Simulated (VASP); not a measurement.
# Si4IrPd (P6/mmm) in VASP: further runs, part 2 of 2

VASP 6.6.1. The steps go on from the part before.

## (3) Relaxation of cell and atoms, PBE

This run uses another cell than the first one, of 13.62 Å³/atom.

INCAR

```
  ALGO = Normal
  EDIFF = 1E-7
  EDIFFG = -0.08
  ENCUT = 500
  GGA = PE
  GGA_COMPAT = False
  IBRION = 2
  ISIF = 3
  ISMEAR = 0
  LASPH = True
  LCHARG = False
  LREAL = False
  LWAVE = False
  NELM = 120
  NELMIN = 4
  NSW = 36
  PREC = Accurate
  SIGMA = 0.2
```

KPOINTS

```
k-points
0
Gamma
  5 5 2
```

POSCAR

```
Si4IrPd
1.0
    3.5037519100      0.0000000000      0.0000000000
   -1.7518759600      3.0343381700      0.0000000000
    0.0000000000      0.0000000000      7.6865629400
Si Pd Ir
4 1 1
Direct
    0.3333333300      0.6666666700      0.7664294200
    0.3333333300      0.6666666700      0.2335705800
    0.6666666700      0.3333333300      0.7664294200
    0.6666666700      0.3333333300      0.2335705800
    0.0000000000      0.0000000000      0.0000000000
    0.0000000000      0.0000000000      0.5000000000
```

Potentials or basis: VASP PAW PBE potentials, release 64 (Si, Pd, Ir).

On the command line:

```sh
$ cat potpaw_PBE.64/Si/POTCAR potpaw_PBE.64/Pd/POTCAR potpaw_PBE.64/Ir/POTCAR > POTCAR
$ mpirun -np 1 vasp_std > vasp.out
```

OUTCAR:

```text
EDIFF = 1E-7
   EDIFFG = -0.08
   ENCUT = 500
   GGA = PE
   IBRION = 2
   ISIF = 3
   ISMEAR = 0
   LASPH = True
   LREAL = False
   NELM = 120
   NELMIN = 4
   NSW = 36
   PREC = Accurate

 ion  position               nearest neighbor table
   1  0.333  0.667  0.766-   3 2.02   3 2.02   3 2.02   5 2.70   5 2.70   5 2.70   6 2.88   6 2.88
                             6 2.88
   2  0.333  0.667  0.234-   4 2.02   4 2.02   4 2.02   5 2.70   5 2.70   5 2.70   6 2.88   6 2.88
                             6 2.88
   3  0.667  0.333  0.766-   1 2.02   1 2.02   1 2.02   5 2.70   5 2.70   5 2.70   6 2.88   6 2.88
                             6 2.88
   4  0.667  0.333  0.234-   2 2.02   2 2.02   2 2.02   5 2.70   5 2.70   5 2.70   6 2.88   6 2.88
                             6 2.88
   5  0.000  0.000  0.000-   1 2.70   2 2.70   3 2.70   4 2.70   3 2.70   4 2.70   1 2.70   2 2.70
                             3 2.70   4 2.70   1 2.70   2 2.70
   6  0.000  0.000  0.500-   1 2.88   2 2.88   3 2.88   4 2.88   3 2.88   4 2.88   1 2.88   2 2.88
                             3 2.88   4 2.88   1 2.88   2 2.88

  LATTYP: Found a hexagonal cell.
 ALAT       =     3.5037519100
 C/A-ratio  =     2.1938091330

  Lattice vectors:

 A1 = (   3.5037519100,   0.0000000000,   0.0000000000)
 A2 = (  -1.7518759600,   3.0343381700,   0.0000000000)
 A3 = (   0.0000000000,   0.0000000000,   7.6865629400)

Analysis of symmetry for initial positions (statically):
=====================================================================
 Subroutine PRICEL returns:
 Original cell was already a primitive cell.

 Routine SETGRP: Setting up the symmetry group for a
 hexagonal supercell.

 Subroutine GETGRP returns: Found 24 space group operations
 (whereof 24 operations were pure point group operations)
 out of a pool of 24 trial point group operations.

The static configuration has the point symmetry D_6h.

Analysis of symmetry for dynamics (positions and initial velocities):
=====================================================================
 Subroutine PRICEL returns:
 Original cell was already a primitive cell.

 Routine SETGRP: Setting up the symmetry group for a
 hexagonal supercell.

 Subroutine GETGRP returns: Found 24 space group operations
 (whereof 24 operations were pure point group operations)
 out of a pool of 24 trial point group operations.

The dynamic configuration has the point symmetry D_6h.

 Subroutine INISYM returns: Found 24 space group operations
 (whereof 24 operations are pure point group operations),
 and found     1 'primitive' translations

----------------------------------------------------------------------------------------

                                     Primitive cell

  volume of cell :      81.7202

  direct lattice vectors                    reciprocal lattice vectors
     3.503751910  0.000000000  0.000000000     0.285408335  0.164780579  0.000000000
    -1.751875960  3.034338170  0.000000000     0.000000000  0.329561158  0.000000000
     0.000000000  0.000000000  7.686562940     0.000000000  0.000000000  0.130097159

  length of vectors
     3.503751910  3.503751919  7.686562940     0.329561158  0.329561158  0.130097159

  position of ions in fractional coordinates (direct lattice)
     0.333333330  0.666666670  0.766429420
     0.333333330  0.666666670  0.233570580
     0.666666670  0.333333330  0.766429420
     0.666666670  0.333333330  0.233570580
     0.000000000  0.000000000  0.000000000
     0.000000000  0.000000000  0.500000000

  ion indices of the primitive-cell ions
   primitive index   ion index
                 1           1
                 2           2
                 3           3
[... 53 lines left out ...]
   ICHARG =      2    charge: 1-file 2-atom 10-const
   ISPIN  =      1    spin polarized calculation?
   LNONCOLLINEAR =      F non collinear calculations
   LSORBIT =      F    spin-orbit coupling
   LASPH  =      T    aspherical Exc in radial PAW
   ENCUT  =  500.0 eV  36.75 Ry    6.06 a.u.   6.39  6.39 14.01*2*pi/ulx,y,z
   NELM   =    120;   NELMIN=  4; NELMDL= -5     # of ELM steps
   EDIFF  = 0.1E-06   stopping-criterion for ELM
   LREAL  =      F    real-space projection
   EDIFFG = -.8E-01   stopping-criterion for IOM
   NSW    =     36    number of steps for IOM
   IBRION =      2    ionic relax: 0-MD 1-quasi-New 2-CG
   NFREE  =      1    steps in history (QN), initial steepest desc. (CG)
   ISIF   =      3    stress and relaxation
   ISYM   =      2    0-nonsym 1-usesym 2-fastsym
   POTIM  = 0.5000    time-step for ionic-motion
   TEBEG  =    0.0;   TEEND  =   0.0 temperature during run
   PSTRESS=    0.0 pullay stress
   NELECT =      35.0000    total number of electrons
   NUPDOWN=      -1.0000    fix difference up-down
   EMIN   =  10.00;   EMAX   =-10.00  energy-range for DOS
   EFERMI =   0.00;   METHOD = LEGACY
   ISMEAR =     0;   SIGMA  =   0.20  broadening in eV -4-tet -1-fermi 0-gaus
   EFERMI_NEDOS =   21; number of points for ismear=-14 and -15
   IALGO  =     38    algorithm
   IMIX   =      4    mixing-type and parameters
     AMIX     =   0.40;   BMIX     =  1.00
     AMIX_MAG =   1.60;   BMIX_MAG =  1.00
  volume/ion in A,a.u.               =      13.62        91.91
  Fermi-wavevector in a.u.,A,eV,Ry     =   1.234017  2.331953 20.718911  1.522797
  Thomas-Fermi vector in A             =   2.368724
   LORBIT       =      0    0 simple, 1 ext, 2 COOP (PROOUT), +10 PAW based schemes
   GGA     = PE    functional components
   LHFCALC =     F    Hartree Fock is set to
   AEXX    =    0.0000 exact exchange contribution
   IVDW    =     0    specifies the selected vdW correction
   LEPSILON=     F    determine dielectric tensor
   LRPA    =     F    only Hartree local field effects (RPA)
 conjugate gradient relaxation of ions
 non-spin polarized calculation
 Gauss-broadening in eV      SIGMA  =   0.20
  energy-cutoff  :      500.00
  volume of cell :       81.72
 maximum number of plane-waves:      2097
 NGX is ok and might be reduce to    28
   NGX = 13   NGY = 13   NGZ = 29

--------------------------------------- Ionic step        1  -------------------------------------------

 number of electron      35.0000002 magnetization

 Free energy of the ion-electron system (eV)
  ---------------------------------------------------
  ext. energy  EPLUGINS =         0.00000000
  ---------------------------------------------------
  free energy    TOTEN  =       -29.15961235 eV

  energy without entropy =      -29.11275082  energy(sigma->0) =      -29.13618159

------------------------ aborting loop because EDIFF is reached ----------------------------------------

  FORCE on cell =-STRESS in cart. coord.  units (eV):
  Direction    XX          YY          ZZ          XY          YZ          ZX
  --------------------------------------------------------------------------------------
  -------------------------------------------------------------------------------------
  Total       32.7264179     32.7264181      0.2843459     -0.0000001     -0.0000000      0.0000000
  in kB      641.6224325    641.6224356      5.5747847     -0.0000011     -0.0000000      0.0000000
  external PRESSURE =     429.6065509 kB  Pullay stress =       0.0000000 kB
[... 101 lines left out ...]
  FREE ENERGIE OF THE ION-ELECTRON SYSTEM (eV)
  ---------------------------------------------------
  free  energy   TOTEN  =       -32.3420313133 eV

  energy  without entropy=      -32.2910236523  energy(sigma->0) =      -32.31652748

 E-fermi :   9.7337     XC(G=0): -11.7552

 val. band max:        9.7207525216   @ k =   0.2000   0.2000   0.5000
 cond. band min:       9.7760348082   @ k =   0.2000  -0.0000   0.0000
 fundamental gap:      0.0552822866
 Fermi energy:         9.7336862063

 k-point     1 :       0.0000    0.0000    0.0000
  band No.  band energies     occupation
      1      -3.6212      2.00000
      2      -1.6504      2.00000
      3       1.9969      2.00000
      4       4.6378      2.00000
      5       4.6378      2.00000
      6       5.5052      2.00000
[... 229 lines left out ...]
     20      11.0430      0.00000
     21      12.4764      0.00000

[... ionic steps 4 to 25 ...]

--------------------------------------- Ionic step       26  -------------------------------------------

 number of electron      34.9999993 magnetization

------------------------ aborting loop because EDIFF is reached ----------------------------------------
[... 75 lines left out ...]
--------------------------------------- Ionic step       28  -------------------------------------------

 number of electron      34.9999995 magnetization

 Free energy of the ion-electron system (eV)
  ---------------------------------------------------
  ext. energy  EPLUGINS =         0.00000000
  ---------------------------------------------------
  free energy    TOTEN  =       -34.33514795 eV

  energy without entropy =      -34.29361144  energy(sigma->0) =      -34.31437969

 E-fermi :  10.3830     XC(G=0): -11.9796

 val. band max:       10.3515708154   @ k =   0.2000   0.2000   0.0000
 cond. band min:      10.4435888682   @ k =   0.2000  -0.0000   0.5000
 fundamental gap:      0.0920180528
 Fermi energy:        10.3829897032

 k-point     1 :       0.0000    0.0000    0.0000
  band No.  band energies     occupation
      1      -3.1962      2.00000
      2       1.4173      2.00000
      3       2.6978      2.00000
      4       4.1393      2.00000
      5       4.1393      2.00000
      6       4.8071      2.00000
[... 262 lines left out ...]
  FREE ENERGIE OF THE ION-ELECTRON SYSTEM (eV)
  ---------------------------------------------------
  free  energy   TOTEN  =       -34.3351479457 eV

  energy  without entropy=      -34.2936114418  energy(sigma->0) =      -34.31437969

 reached required accuracy - stopping structural energy minimisation
```

Run time: 17 min. Hardware: 1 thread of Intel Xeon 8259CL, shared host; peak memory 0.24 GiB.

What came out:

```yaml
Free_energy: -34.3351 eV
Relaxed_volume: 14.44 Å³/atom
Relaxed_cell: a = 4.368 Å, b = 4.368 Å, c = 5.244 Å, α = 90.00°, β = 90.00°, γ = 120.00°
Space_group_after_relaxing_to_0.1_Å: P6/mmm (No. 191)
Energy_gained_by_relaxing: 862.6 meV/atom
Ionic_steps: 28
Pressure_after_relaxing: -0.3 GPa
Largest_force_after_relaxing: 0.032 eV/Å
Band_gap_on_the_k_mesh: zero (an odd number of electrons rules out a gap without spin polarisation)
```

Forces in eV/Å, atoms in the order of the input:
```
Si   0.000  0.000 -0.032
Si   0.000  0.000  0.032
Si   0.000  0.000 -0.032
Si   0.000  0.000  0.032
Pd   0.000  0.000  0.000
Ir   0.000  0.000  0.000
```

Stress tensor (GPa, compression positive):
```
-0.65  0.00  0.00
 0.00 -0.65  0.00
 0.00  0.00  0.32
```

The path:
| step | energy change (eV) | largest force (eV/Å) | pressure (GPa) | volume (Å³) |
| --- | --- | --- | --- | --- |
| 1 | 0.0000 | 1.2181 | 42.96 | 81.72 |
| 2 | -0.8366 | 0.5471 | -19.06 | 130.68 |
| 3 | -3.1824 | 0.8636 | -7.11 | 102.81 |
| 4 | -3.1974 | 0.8795 | -5.70 | 101.59 |
| 5 | -3.1991 | 0.8869 | -4.90 | 100.96 |
| 6 | -3.7905 | 0.8657 | -2.96 | 96.20 |
| 7 | -4.3436 | 0.6409 | 3.32 | 89.39 |
| 8 | -3.9628 | 0.8255 | 33.05 | 74.78 |
| 9 | -4.4883 | 0.5311 | 7.71 | 85.80 |
| 10 | -4.5547 | 0.3959 | 17.19 | 80.38 |
| 11 | -4.7515 | 0.1301 | 14.83 | 80.75 |
| 12 | -4.8488 | 0.6694 | 12.58 | 81.31 |
| 13 | -4.9916 | 0.4882 | 7.71 | 83.30 |
| 14 | -5.0981 | 0.1938 | -0.06 | 87.19 |
| 15 | -5.0982 | 0.1838 | -0.33 | 87.34 |
| 16 | -5.0982 | 0.1759 | -0.54 | 87.47 |
| 17 | -5.1000 | 0.1629 | -0.48 | 87.41 |
| 18 | -5.1050 | 0.1237 | -0.32 | 87.24 |
| 19 | -5.1119 | 0.0433 | 0.05 | 86.89 |
| 20 | -5.1119 | 0.1339 | 0.90 | 86.21 |
| 21 | -5.1143 | 0.0375 | 0.44 | 86.56 |
| 22 | -5.1176 | 0.0493 | 0.30 | 86.60 |
| 23 | -5.1275 | 0.0982 | -0.09 | 86.68 |
| 24 | -5.1410 | 0.2490 | -0.70 | 86.83 |
| 25 | -5.1489 | 0.2622 | -0.51 | 86.68 |
| 26 | -5.1630 | 0.2915 | 0.34 | 86.19 |
| 27 | -5.1691 | 0.2233 | 0.13 | 86.32 |
| 28 | -5.1755 | 0.0320 | -0.33 | 86.66 |

Final structure:
```
Si Pd Ir
1.0
     4.36842    0.00000    0.00000
    -2.18421    3.78316    0.00000
     0.00000    0.00000    5.24364
Si Pd Ir
4 1 1
Direct
  0.33333 0.66667 0.74623
  0.33333 0.66667 0.25377
  0.66667 0.33333 0.74623
  0.66667 0.33333 0.25377
  0.00000 0.00000 0.00000
  0.00000 0.00000 0.50000
```

Levels at points of the mesh, in eV from the Fermi level:
```csv
k point,band 14,band 15,band 16,band 17,band 18,band 19,band 20,band 21
"(0.00, 0.00, 0.00)",-1.38,-1.38,-1.21,-1.21,-0.75,0.60,0.60,0.70
"(0.00, 0.00, 0.50)",-3.53,-0.41,-0.35,-0.35,-0.18,0.78,0.78,1.37
```

Caveat: the k points lie up to 0.60 Å⁻¹ apart in the final cell, too coarse for converged energies and pressures of a metal; a cell axis changed by over 15 % at a fixed basis, so the end point is rough; spin-orbit coupling is left out, which moves the levels of the heavy elements; the relaxation stopped at a loose force limit of 0.08 eV/Å, so its end isn't a converged minimum.
